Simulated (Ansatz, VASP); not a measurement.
# Two plane-wave programs on SiC

The input INCAR:

```
SYSTEM = SiC
  PREC = Accurate
  ENCUT = 520
  EDIFF = 1E-7
  ISMEAR = 0
  SIGMA = 0.05
  LREAL = .FALSE.
  LASPH = .TRUE.
  NELM = 100
  ALGO = Normal
  ISIF = 2
  LWAVE = .FALSE.
  LCHARG = .FALSE.
  GGA = PE
  NBANDS = 26
```

The input KPOINTS:

```
regular mesh
0
G
  10 10 3
  0 0 0
```

File POSCAR:

```
SiC
1.0
   -3.0941201809      0.0000000000      0.0000000000
   -1.5470600905     -2.6795866790      0.0000000000
   -4.2545699548     -2.4563771086     10.1293391998
Si C
4 4
Direct
    0.1221063598      0.1221063598      0.5940441877
    0.2471230265      0.2471230265      0.0940441877
    0.6845639365      0.6845639365      0.3440995566
    0.2262139365      0.2262139365      0.8440995566
    0.2944796409      0.2944796409      0.4060074460
   -0.4972036924     -0.4972036924      0.9060074460
   -0.1435990472     -0.1435990472      0.1566478097
   -0.6019490472     -0.6019490472      0.6566478097
```

Input for Ansatz:

```yaml
crystal:
  lattice:
    - [-3.0941201809, 0.0, 0.0]
    - [-1.5470600905, -2.679586679, 0.0]
    - [-4.2545699548, -2.4563771086, 10.1293391998]
  atoms:
    - { symbol: Si, position: [0.1221063598, 0.1221063598, 0.5940441877] }
    - { symbol: Si, position: [0.2471230265, 0.2471230265, 0.0940441877] }
    - { symbol: Si, position: [0.6845639365, 0.6845639365, 0.3440995566] }
    - { symbol: Si, position: [0.2262139365, 0.2262139365, 0.8440995566] }
    - { symbol: C, position: [0.2944796409, 0.2944796409, 0.406007446] }
    - { symbol: C, position: [-0.4972036924, -0.4972036924, 0.906007446] }
    - { symbol: C, position: [-0.1435990472, -0.1435990472, 0.1566478097] }
    - { symbol: C, position: [-0.6019490472, -0.6019490472, 0.6566478097] }
basis:
  ecutwfc: 420
kpoints:
  mp_grid: { grid: [10, 10, 3] }
hamiltonian:
  xc: pbe
scf:
  occupations: { method: gaussian, width: 0.05 }
output:
  forces: true
  stress: true
  eigenvalues: true
```

Alike in both runs: task single point; functional PBE; k mesh 10 × 10 × 3; occupations gaussian, width 0.05 eV; no spin polarisation.

|  | VASP | Ansatz |
| --- | --- | --- |
| version | VASP 6.6.1 | Ansatz 0.2.0 |
| potentials or method | VASP PAW PBE potentials, release 64 (Si, C), cutoff 520 eV | scalar-relativistic, plane waves, PAW |
| valence electrons in the cell | 32 | 32 |

Ansatz gave:

- gap on the k mesh at the Fermi level (eV): 1.61
- least direct gap on the mesh (eV): 2.88
- pressure (GPa): -0.4
- traceless stress, the component that is largest in VASP (GPa): -4.94
- rms of the force components (eV/Å): 0.329

Problem. Which values does VASP return?

Solution. gap on the k mesh at the Fermi level (eV): 1.61; least direct gap on the mesh (eV): 2.87; pressure (GPa): -0.4; traceless stress, the component that is largest in VASP (GPa): -4.96; rms of the force components (eV/Å): 0.329.

Atom by atom the forces differ by 0.001 eV/Å (rms over components).
